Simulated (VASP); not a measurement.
A run of VASP 6.6.1 is set up as follows.

POSCAR

```
In
1.0
   -1.6338688308      1.6338688308      2.5621151490
    1.6338688308     -1.6338688308      2.5621151490
    1.6338688308      1.6338688308     -2.5621151490
In
1
Direct
    0.0000000000      0.0000000000      0.0000000000
```

The input INCAR.step1:

```
SYSTEM = In
ALGO     = Normal         ! electronic algorithm
EDIFF    = 1E-4           ! SCF threshold, eV
ENCUT    = 520            ! plane-wave cutoff, eV
GGA      = PE             ! functional
ISMEAR   = 0              ! smearing method
LASPH    = .True.         ! aspherical terms in the spheres
LCHARG   = .False.        ! write CHGCAR
LREAL    = .False.        ! projectors in reciprocal space
LWAVE    = .True.         ! write WAVECAR
NBANDS   = 12             ! bands
NELM     = 100            ! most SCF steps
PREC     = Accurate       ! precision mode
SIGMA    = 0.05           ! smearing width, eV
```

Contents of INCAR.step2:

```
SYSTEM = In
ALGO     = Normal         ! electronic algorithm
EDIFF    = 1E-6           ! SCF threshold, eV
ENCUT    = 520            ! plane-wave cutoff, eV
ISIF     = 2              ! what is computed and relaxed
ISMEAR   = 0              ! smearing method
ISTART   = 1            
LASPH    = .True.         ! aspherical terms in the spheres
LCHARG   = .False.        ! write CHGCAR
LMIXTAU  = .True.       
LREAL    = .False.        ! projectors in reciprocal space
LWAVE    = .False.        ! write WAVECAR
METAGGA  = R2SCAN         ! meta-GGA
NBANDS   = 12             ! bands
NELM     = 100            ! most SCF steps
PREC     = Accurate       ! precision mode
SIGMA    = 0.05           ! smearing width, eV
```

File KPOINTS:

```
k-points
0
Gamma
  18 18 18
  0 0 0
```

Potentials or basis: VASP PAW PBE potentials, release 64 (In_d).

Command:

```bash
$ cat potpaw_PBE.64/In_d/POTCAR > POTCAR
$ cp INCAR.step1 INCAR
$ mpirun -np 1 vasp_std > vasp.out
$ cp INCAR.step2 INCAR
$ mpirun -np 1 vasp_std > vasp.out
```

Q: What does it give for the band gap on the k mesh?

A: Zero (an odd number of electrons rules out a gap without spin polarisation).

Q: Predict the pressure.

A: -1.7 GPa.

Caveat: the PAW data sets were made with another functional, which shifts forces and pressure a little; spin-orbit coupling is left out, which moves the levels of the heavy elements.
